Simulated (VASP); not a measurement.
# PbO2 (P4_2/mnm) in VASP: notebook

The runs below take PbO2 through single point, with PBE.

All numbers are computed with VASP 6.6.1; they aren't measurements. Logs are shortened: lines on timing, memory, paths and dates and some standing lists are left out, and cuts for length are marked.

### 1 The cell of the first run

It takes space group P4_2/mnm (No. 136, tetragonal). Conventional cell: a = 5.227 Å, b = 5.227 Å, c = 3.449 Å, α = 90.00°, β = 90.00°, γ = 90.00°. Pb (site symmetry mmm) has 6 O at 2.22 to 2.29 Å within 2.9 Å. Within 2.9 Å of O (site symmetry m2m) lie 3 Pb at 2.22 to 2.29 Å and 1 O at 2.81 Å.

### 2 Single point, PBE (15.71 Å³/atom)

File INCAR:

```
ALGO = Normal
EDIFF = 1E-6
ENCUT = 520
GGA = PE
ISIF = 2
ISMEAR = 0
LASPH = True
LCHARG = False
LREAL = False
LWAVE = False
NBANDS = 35
NELM = 80
PREC = Accurate
SIGMA = 0.1
```

File KPOINTS:

```
k-points
0
Gamma
  8 8 10
```

File POSCAR:

```
PbO2
1.0
    5.2274933506      0.0000000000      0.0000000000
    0.0000000000      5.2274933506      0.0000000000
    0.0000000000      0.0000000000      3.4490815897
Pb O
2 4
Direct
    0.0000000000      0.0000000000      0.0000000000
    0.5000000000      0.5000000000      0.5000000000
    0.3099331964      0.3099331964      0.0000000000
    0.1900668036      0.8099331964      0.5000000000
    0.6900668036      0.6900668036      0.0000000000
    0.8099331964      0.1900668036      0.5000000000
```

Potentials or basis: VASP PAW PBE potentials, release 64 (Pb_d, O).

Run with:

```bash
> cat potpaw_PBE.64/Pb_d/POTCAR potpaw_PBE.64/O/POTCAR > POTCAR
> mpirun -np 1 vasp_std > vasp.out
```

OUTCAR:

```text
EDIFF = 1E-6
   ENCUT = 520
   GGA = PE
   ISIF = 2
   ISMEAR = 0
   LASPH = True
   LREAL = False
   NELM = 80
   PREC = Accurate

 ion  position               nearest neighbor table
   1  0.000  0.000  0.000-   4 2.22   6 2.22   4 2.22   6 2.22   5 2.29   3 2.29   2 4.08   2 4.08
                             2 4.08   2 4.08   2 4.08   2 4.08   2 4.08   2 4.08
   2  0.500  0.500  0.500-   3 2.22   5 2.22   3 2.22   5 2.22   4 2.29   6 2.29   1 4.08   1 4.08
                             1 4.08   1 4.08   1 4.08   1 4.08   1 4.08   1 4.08
   3  0.310  0.310  0.000-   2 2.22   2 2.22   1 2.29
   4  0.190  0.810  0.500-   1 2.22   1 2.22   2 2.29
   5  0.690  0.690  0.000-   2 2.22   2 2.22   1 2.29
   6  0.810  0.190  0.500-   1 2.22   1 2.22   2 2.29

  LATTYP: Found a simple tetragonal cell.
 ALAT       =     5.2274933506
 C/A-ratio  =     0.6597964566

  Lattice vectors:

 A1 = (   5.2274933506,   0.0000000000,   0.0000000000)
 A2 = (   0.0000000000,   5.2274933506,   0.0000000000)
 A3 = (   0.0000000000,   0.0000000000,   3.4490815897)

Analysis of symmetry for initial positions (statically):
=====================================================================
 Subroutine PRICEL returns:
 Original cell was already a primitive cell.

 Routine SETGRP: Setting up the symmetry group for a
 simple tetragonal supercell.

 Subroutine GETGRP returns: Found 16 space group operations
 (whereof  8 operations were pure point group operations)
 out of a pool of 16 trial point group operations.

The static configuration has the point symmetry D_2h.
 The point group associated with its full space group is D_4h.

Analysis of symmetry for dynamics (positions and initial velocities):
=====================================================================
 Subroutine PRICEL returns:
 Original cell was already a primitive cell.

 Routine SETGRP: Setting up the symmetry group for a
 simple tetragonal supercell.

 Subroutine GETGRP returns: Found 16 space group operations
 (whereof  8 operations were pure point group operations)
 out of a pool of 16 trial point group operations.

The dynamic configuration has the point symmetry D_2h.
 The point group associated with its full space group is D_4h.

 Subroutine INISYM returns: Found 16 space group operations
 (whereof  8 operations are pure point group operations),
 and found     1 'primitive' translations

----------------------------------------------------------------------------------------

                                     Primitive cell

  volume of cell :      94.2520

  direct lattice vectors                    reciprocal lattice vectors
     5.227493351  0.000000000  0.000000000     0.191296274  0.000000000  0.000000000
     0.000000000  5.227493351  0.000000000     0.000000000  0.191296274  0.000000000
     0.000000000  0.000000000  3.449081590     0.000000000  0.000000000  0.289932254

  length of vectors
     5.227493351  5.227493351  3.449081590     0.191296274  0.191296274  0.289932254

  position of ions in fractional coordinates (direct lattice)
     0.000000000  0.000000000  0.000000000
     0.500000000  0.500000000  0.500000000
     0.309933196  0.309933196  0.000000000
     0.190066804  0.809933196  0.500000000
     0.690066804  0.690066804  0.000000000
     0.809933196  0.190066804  0.500000000

  ion indices of the primitive-cell ions
   primitive index   ion index
                 1           1
                 2           2
                 3           3
                 4           4
                 5           5
                 6           6

----------------------------------------------------------------------------------------

 KPOINTS: k-points

Automatic generation of k-mesh.
 Grid dimensions read from file:
 generate k-points for:    8    8   10

 Generating k-lattice:

  Cartesian coordinates                     Fractional coordinates (reciprocal lattice)
     0.023912034  0.000000000  0.000000000     0.125000000  0.000000000  0.000000000
     0.000000000  0.023912034  0.000000000     0.000000000  0.125000000  0.000000000
     0.000000000  0.000000000  0.028993225     0.000000000  0.000000000  0.100000000

  Length of vectors
     0.023912034  0.023912034  0.028993225

  Shift w.r.t. Gamma in fractional coordinates (k-lattice)
     0.000000000  0.000000000  0.000000000

 Subroutine IBZKPT returns following result:
 ===========================================

 Found     90 irreducible k-points:

 Following reciprocal coordinates:
            Coordinates               Weight
  0.000000  0.000000  0.000000      1.000000
  0.125000  0.000000  0.000000      4.000000
  0.250000  0.000000  0.000000      4.000000
  0.375000  0.000000  0.000000      4.000000
  0.500000  0.000000  0.000000      2.000000
  0.125000  0.125000  0.000000      4.000000
[... 16 lines left out ...]
  0.375000  0.125000  0.100000     16.000000
  0.500000  0.125000  0.100000      8.000000
 [... further k-points ...]
   k-points           NKPTS =     90   k-points in BZ     NKDIM =     90   number of bands    NBANDS=     35
   number of dos      NEDOS =    301   number of ions     NIONS =      6
   total plane-waves  NPLWV =  44800
   dimension x,y,z NGX =    40 NGY =   40 NGZ =   28
   dimension x,y,z NGXF=    80 NGYF=   80 NGZF=   56
   ions per type =               2   4
   NGX,Y,Z   is equivalent  to a cutoff of  12.72, 12.72, 13.50 a.u.
   NGXF,Y,Z  is equivalent  to a cutoff of  25.44, 25.44, 26.99 a.u.
 SYSTEM =  unknown system
   PREC   = accura    normal or accurate (medium, high low for compatibility)
   ISTART =      0    job   : 0-new  1-cont  2-samecut
   ICHARG =      2    charge: 1-file 2-atom 10-const
   ISPIN  =      1    spin polarized calculation?
   LNONCOLLINEAR =      F non collinear calculations
   LSORBIT =      F    spin-orbit coupling
   LASPH  =      T    aspherical Exc in radial PAW
   ENCUT  =  520.0 eV  38.22 Ry    6.18 a.u.   9.72  9.72  6.41*2*pi/ulx,y,z
   NELM   =     80;   NELMIN=  2; NELMDL= -5     # of ELM steps
   EDIFF  = 0.1E-05   stopping-criterion for ELM
   LREAL  =      F    real-space projection
   EDIFFG = 0.1E-04   stopping-criterion for IOM
   NSW    =      0    number of steps for IOM
   IBRION =     -1    ionic relax: 0-MD 1-quasi-New 2-CG
   NFREE  =      0    steps in history (QN), initial steepest desc. (CG)
   ISIF   =      2    stress and relaxation
   ISYM   =      2    0-nonsym 1-usesym 2-fastsym
   POTIM  = 0.5000    time-step for ionic-motion
   TEBEG  =    0.0;   TEEND  =   0.0 temperature during run
   PSTRESS=    0.0 pullay stress
   NELECT =      52.0000    total number of electrons
   NUPDOWN=      -1.0000    fix difference up-down
   EMIN   =  10.00;   EMAX   =-10.00  energy-range for DOS
   EFERMI =   0.00;   METHOD = LEGACY
   ISMEAR =     0;   SIGMA  =   0.10  broadening in eV -4-tet -1-fermi 0-gaus
   EFERMI_NEDOS =   21; number of points for ismear=-14 and -15
   IALGO  =     38    algorithm
   IMIX   =      4    mixing-type and parameters
     AMIX     =   0.40;   BMIX     =  1.00
     AMIX_MAG =   1.60;   BMIX_MAG =  1.00
  volume/ion in A,a.u.               =      15.71       106.01
  Fermi-wavevector in a.u.,A,eV,Ry     =   1.342700  2.537336 24.529188  1.802844
  Thomas-Fermi vector in A             =   2.470833
   LORBIT       =      0    0 simple, 1 ext, 2 COOP (PROOUT), +10 PAW based schemes
   GGA     = PE    functional components
   LHFCALC =     F    Hartree Fock is set to
   AEXX    =    0.0000 exact exchange contribution
   IVDW    =     0    specifies the selected vdW correction
   LEPSILON=     F    determine dielectric tensor
   LRPA    =     F    only Hartree local field effects (RPA)
 non-spin polarized calculation
 Gauss-broadening in eV      SIGMA  =   0.10
  energy-cutoff  :      520.00
  volume of cell :       94.25
 maximum number of plane-waves:      2569
 NGX is ok and might be reduce to    40
   NGX = 19   NGY = 19   NGZ = 13

 number of electron      51.9999980 magnetization

 Free energy of the ion-electron system (eV)
  ---------------------------------------------------
  ext. energy  EPLUGINS =         0.00000000
  ---------------------------------------------------
  free energy    TOTEN  =       -31.78748766 eV

  energy without entropy =      -31.78361517  energy(sigma->0) =      -31.78555141

 E-fermi :   3.1571     XC(G=0): -10.0571

 val. band max:        3.1449526212   @ k =   0.1250   0.1250   0.0000
 cond. band min:       3.1878600068   @ k =   0.1250   0.0000   0.1000
 fundamental gap:      0.0429073855
 Fermi energy:         3.1571292876

 k-point     1 :       0.0000    0.0000    0.0000
  band No.  band energies     occupation
      1     -14.5842      2.00000
      2     -14.5706      2.00000
      3     -13.1225      2.00000
      4     -13.1225      2.00000
      5     -12.3067      2.00000
      6     -12.2307      2.00000
[... 27 lines left out ...]
     34      12.9056      0.00000
     35      14.3100      0.00000

 k-point     2 :       0.1250    0.0000    0.0000
  band No.  band energies     occupation
      1     -14.5644      2.00000
      2     -14.5436      2.00000
      3     -13.2400      2.00000
      4     -13.1827      2.00000
      5     -12.2141      2.00000
      6     -12.2012      2.00000
[... 27 lines left out ...]
     34      13.3396      0.00000
     35      14.3348      0.00000

 k-point     3 :       0.2500    0.0000    0.0000
  band No.  band energies     occupation
      1     -14.5088      2.00000
      2     -14.4723      2.00000
      3     -13.4499      2.00000
      4     -13.3336      2.00000
      5     -12.1984      2.00000
      6     -12.1983      2.00000
[... 27 lines left out ...]
     34      14.0410      0.00000
     35      14.4252      0.00000
[... 723 lines left out ...]
 k-point    23 :       0.3750    0.1250    0.1000
  band No.  band energies     occupation
      1     -14.4247      2.00000
      2     -14.2962      2.00000
      3     -13.7665      2.00000
      4     -13.5508      2.00000
      5     -12.1872      2.00000
      6     -12.1540      2.00000
[... 27 lines left out ...]
     34      14.3474      0.00000
     35      14.6304      0.00000

 k-point    24 :       0.5000    0.1250    0.1000
  band No.  band energies     occupation
      1     -14.3419      2.00000
      2     -14.3419      2.00000
      3     -13.6944      2.00000
      4     -13.6944      2.00000
      5     -12.1665      2.00000
      6     -12.1665      2.00000
[... 27 lines left out ...]
     34      13.9908      0.00000
     35      14.7853      0.00000

 [... further k-points ...]

------------------------ aborting loop because EDIFF is reached ----------------------------------------

  FORCE on cell =-STRESS in cart. coord.  units (eV):
  Direction    XX          YY          ZZ          XY          YZ          ZX
  --------------------------------------------------------------------------------------
  -------------------------------------------------------------------------------------
  Total       -2.9831502     -2.9831502     -2.8413235     -0.0000000      0.0000000      0.0000000
  in kB      -50.7101924    -50.7101924    -48.2992985     -0.0000000      0.0000000      0.0000000
  external PRESSURE =     -49.9065611 kB  Pullay stress =       0.0000000 kB

 VOLUME and BASIS-vectors are now :
 -----------------------------------------------------------------------------
  energy-cutoff  :      520.00
  volume of cell :       94.25
      direct lattice vectors                 reciprocal lattice vectors
     5.227493351  0.000000000  0.000000000     0.191296274  0.000000000  0.000000000
     0.000000000  5.227493351  0.000000000     0.000000000  0.191296274  0.000000000
     0.000000000  0.000000000  3.449081590     0.000000000  0.000000000  0.289932254

 POSITION                                       TOTAL-FORCE (eV/Angst)
 -----------------------------------------------------------------------------------
      0.00000      0.00000      0.00000         0.000000     -0.000000      0.000000
      2.61375      2.61375      1.72454         0.000000     -0.000000      0.000000
      1.62017      1.62017      0.00000        -0.012813     -0.012813     -0.000000
      0.99357      4.23392      1.72454         0.012813     -0.012813     -0.000000
      3.60732      3.60732      0.00000         0.012813      0.012813      0.000000
      4.23392      0.99357      1.72454        -0.012813      0.012813      0.000000
 -----------------------------------------------------------------------------------
    total drift:                                0.000000     -0.000000     -0.000000

  FREE ENERGIE OF THE ION-ELECTRON SYSTEM (eV)
  ---------------------------------------------------
  free  energy   TOTEN  =       -31.7874876564 eV

  energy  without entropy=      -31.7836151689  energy(sigma->0) =      -31.78555141
```

It took 1.7 min on 1 thread of Intel Xeon 6975P-C (Granite Rapids), shared host; peak memory 0.35 GiB.

Results:

```
Free energy   : -31.7875 eV
Pressure      : -5.0 GPa
Largest force : 0.018 eV/Å
```

Forces on the atoms (eV/Å):
```
Pb   0.000  0.000  0.000
Pb   0.000  0.000  0.000
O   -0.013 -0.013  0.000
O    0.013 -0.013  0.000
O    0.013  0.013  0.000
O   -0.013  0.013  0.000
```

Levels at points of the mesh, in eV from the Fermi level:
```tsv
k point	band 23	band 24	band 25	band 26	band 27	band 28	band 29	band 30
(0.00, 0.00, 0.00)	-0.64	-0.64	-0.53	-0.53	0.08	3.46	5.63	5.63
(0.50, 0.00, 0.00)	-0.65	-0.65	-0.37	-0.37	1.67	1.67	6.20	6.20
(0.50, 0.50, 0.00)	-0.68	-0.68	-0.46	-0.46	2.06	2.06	6.26	6.26
(0.00, 0.00, 0.50)	-0.91	-0.91	-0.68	-0.68	2.99	2.99	8.20	8.20
(0.50, 0.00, 0.50)	-0.65	-0.65	-0.37	-0.37	3.22	3.22	6.55	6.55
(0.50, 0.50, 0.50)	-0.61	-0.61	-0.47	-0.47	2.26	2.26	7.72	7.72
```

Caveat: the cell stands under tension; spin-orbit coupling is left out, which moves the levels of the heavy elements.

### 3 Single point, PBE (16.30 Å³/atom)

This run uses another cell than the first one, of 16.30 Å³/atom.

File INCAR:

```
  PREC = Accurate
  ENCUT = 520
  EDIFF = 1E-7
  ISMEAR = 0
  SIGMA = 0.1
  LREAL = F
  LASPH = T
  NELM = 60
  ALGO = Normal
  ISIF = 2
  LWAVE = F
  LCHARG = F
  GGA = PE
  NBANDS = 35
```

File KPOINTS:

```
Automatic mesh
0
Gamma
  8 8 10
```

File POSCAR:

```
PbO2
1.0
    5.3280682698      0.0000000000      0.0000000000
    0.0000000000      5.3280682698      0.0000000000
    0.0000000000      0.0000000000      3.4453845677
Pb O
2 4
Direct
    0.0000000000      0.0000000000      0.0000000000
    0.5000000000      0.5000000000      0.5000000000
    0.3119303080      0.3119303080      0.0000000000
    0.1880696920      0.8119303080      0.5000000000
    0.6880696920      0.6880696920      0.0000000000
    0.8119303080      0.1880696920      0.5000000000
```

Potentials or basis: VASP PAW PBE potentials, release 64 (Pb_d, O).

Run with:

```bash
> cat potpaw_PBE.64/Pb_d/POTCAR potpaw_PBE.64/O/POTCAR > POTCAR
> mpirun -np 1 vasp_std > vasp.out
```

Wall time 2.1 min (1 thread of Intel Xeon 6975P-C (Granite Rapids), shared host); peak memory 0.36 GiB.

The run converged. Its results:

```yaml
Free_energy: -31.6521 eV
Pressure: -7.2 GPa
Largest_force: 0.025 eV/Å
```

Forces in eV/Å, atoms in the order of the input:
```
Pb   0.000  0.000  0.000
Pb   0.000  0.000  0.000
O   -0.018 -0.018  0.000
O    0.018 -0.018  0.000
O    0.018  0.018  0.000
O   -0.018  0.018  0.000
```

Stress tensor (GPa, compression positive):
```
-7.27  0.00  0.00
 0.00 -7.27  0.00
 0.00  0.00 -7.01
```

Levels at points of the mesh, in eV from the Fermi level:
```csv
k point,band 22,band 23,band 24,band 25,band 26,band 27,band 28,band 29,band 30,band 31
"(0.00, 0.00, 0.00)",-0.72,-0.63,-0.63,-0.53,-0.53,0.08,3.21,5.57,5.57,9.18
"(0.50, 0.00, 0.00)",-1.16,-0.64,-0.64,-0.38,-0.38,1.47,1.47,6.13,6.13,8.25
"(0.50, 0.50, 0.00)",-1.20,-0.66,-0.66,-0.45,-0.45,1.84,1.84,6.12,6.12,8.63
"(0.00, 0.00, 0.50)",-1.72,-0.84,-0.84,-0.65,-0.65,2.80,2.80,7.98,7.98,8.40
"(0.50, 0.00, 0.50)",-0.91,-0.61,-0.61,-0.42,-0.42,3.00,3.00,6.27,6.27,9.30
"(0.50, 0.50, 0.50)",-1.70,-0.59,-0.59,-0.46,-0.46,2.15,2.15,7.43,7.43,8.70
```

Caveat: the cell stands under tension; spin-orbit coupling is left out, which moves the levels of the heavy elements.
